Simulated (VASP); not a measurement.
Wanted: the native input for a VASP 6.6.1 run.

```yaml
Task: relaxation of cell and atoms
Functional: LDA
Potentials_or_basis: VASP PAW LDA potentials, release 64 (Mn_pv, Si)
Cutoff: 600 eV
k_mesh: 4 × 4 × 4
Occupations: gaussian, width 0.1 eV
Spin: no spin polarisation
Dipole_correction: no
Further_INCAR_settings: ALGO = Normal; EDIFF = 1e-07; IBRION = 2; EDIFFG = -0.05; NSW = 100; ISIF = 3
```

The structure of MnSi lies in POSCAR:

```
MnSi
1.0
    4.4842451800      0.0000000000      0.0000000000
    0.0000000000      4.4842451800      0.0000000000
    0.0000000000      0.0000000000      4.4842451800
Mn Si
4 4
Direct
    0.3635403900      0.1364596100      0.8635403900
    0.1364596100      0.8635403900      0.3635403900
    0.8635403900      0.3635403900      0.1364596100
    0.6364596100      0.6364596100      0.6364596100
    0.6542152300      0.8457847700      0.1542152300
    0.8457847700      0.1542152300      0.6542152300
    0.1542152300      0.6542152300      0.8457847700
    0.3457847700      0.3457847700      0.3457847700
```

One way to write it, as run:

INCAR

```
  ALGO = Normal
  EDIFF = 1E-7
  EDIFFG = -0.05
  ENCUT = 600
  IBRION = 2
  ISIF = 3
  ISMEAR = 0
  LASPH = T
  LCHARG = F
  LREAL = F
  LWAVE = F
  NELM = 100
  NSW = 100
  PREC = Accurate
  SIGMA = 0.1
```

KPOINTS

```
k-points
0
Gamma
  4 4 4
```

Potentials or basis: VASP PAW LDA potentials, release 64 (Mn_pv, Si).

The run is started by

```bash
$ cat potpaw_LDA.64/Mn_pv/POTCAR potpaw_LDA.64/Si/POTCAR > POTCAR
$ mpirun -np 1 vasp_std > vasp.out
```

Results of the run:

| Property | Result |
| --- | --- |
| Relaxed volume | 10.81 Å³/atom |
| Relaxed cell | a = 4.422 Å, b = 4.422 Å, c = 4.422 Å, α = 90.00°, β = 90.00°, γ = 90.00° |
| Space group after relaxing (to 0.1 Å) | P2_13 (No. 198) |
| Energy gained by relaxing | 14.4 meV/atom |
| Ionic steps | 5 |
| Pressure after relaxing | 0.0 GPa |
| Largest force after relaxing | 0.038 eV/Å |
| Band gap on the k mesh | zero (bands 34 and 35 overlap by 0.41 eV) |

Caveat: the run has no spin polarisation, though such a crystal can be magnetic; the relaxation stopped at a loose force limit of 0.05 eV/Å, so its end isn't a converged minimum.

Wall time 4.7 min on 1 thread of AMD EPYC 7R43 64-Core Processor (Zen 3), on a shared host, peak memory 0.15 GiB.
